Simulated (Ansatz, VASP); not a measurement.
# Two plane-wave programs on InSb

POSCAR

```
InSb
1.0
    3.0583698200      0.0000000000      0.0000000000
    0.0000000000      3.0583698200      0.0000000000
    0.0000000000      0.0000000000      6.1833864727
In Sb
1 1
Direct
    0.0000000000      0.0000000000      0.0242585516
    0.0000000000      0.0000000000      0.5000000000
```

INCAR.step1

```
SYSTEM = InSb
PREC = Accurate ; ENCUT = 520
ISMEAR = 0 ; SIGMA = 0.15
LREAL = .FALSE. ; LASPH = .TRUE.
NELM = 100 ; NBANDS = 16
GGA = PE ; ALGO = Normal
EDIFF = 1E-4 ; LWAVE = .TRUE.
LCHARG = .FALSE.
```

INCAR.step2

```
SYSTEM = InSb
PREC = Accurate ; ENCUT = 520
EDIFF = 1E-6 ; ISMEAR = 0
SIGMA = 0.15 ; LREAL = .FALSE.
LASPH = .TRUE. ; NELM = 100
ALGO = Normal ; ISIF = 2
LWAVE = .FALSE. ; LCHARG = .FALSE.
METAGGA = R2SCAN ; LMIXTAU = .TRUE.
NBANDS = 16 ; ISTART = 1
```

Contents of KPOINTS:

```
Automatic mesh
0
G
  20 20 10
  0 0 0
```

Input for Ansatz:

```yaml
crystal:
  lattice:
    - [3.05836982, 0.0, 0.0]
    - [0.0, 3.05836982, 0.0]
    - [0.0, 0.0, 6.1833864727]
  atoms:
    - { symbol: In, position: [0.0, 0.0, 0.0242585516] }
    - { symbol: Sb, position: [0.0, 0.0, 0.5] }
basis:
  ecutwfc: 500
kpoints:
  mp_grid: { grid: [20, 20, 10] }
hamiltonian:
  xc: r2scan
scf:
  occupations: { method: gaussian, width: 0.15 }
output:
  forces: true
  stress: true
  eigenvalues: true
```

Change from the starting cell: all In atoms moved +0.150 Å, as atom 1 along Cartesian [0 0 1].

Alike in both runs: task single point; functional r2SCAN; k mesh 20 × 20 × 10; occupations gaussian, width 0.15 eV; no spin polarisation.

|  | VASP | Ansatz |
| --- | --- | --- |
| version | VASP 6.6.1 | Ansatz 0.2.0 |
| potentials or method | VASP PAW PBE potentials, release 64 (In_d, Sb), cutoff 520 eV | scalar-relativistic, plane waves, PAW |
| valence electrons in the cell | 18 | 28 |

```tsv
	VASP	Ansatz	Ansatz less VASP
gap on the k mesh at the Fermi level (eV)	none	none	-
pressure (GPa)	0.4	0.4	-0.02
traceless stress, the component that is largest in VASP (GPa)	1.26	1.26	+0.003
rms of the force components (eV/Å)	0.284	0.282	-0.0020
```

VASP's potentials were made for PBE, not for r2SCAN. Atom by atom the forces differ by 0.002 eV/Å (rms over components). A gap of «none» marks a metal or a gap that the smearing closes. VASP's potentials hold 18 valence electrons a cell and Ansatz's 28, so a difference there can come from the potentials and not from the codes.

Spin-orbit coupling is off throughout.
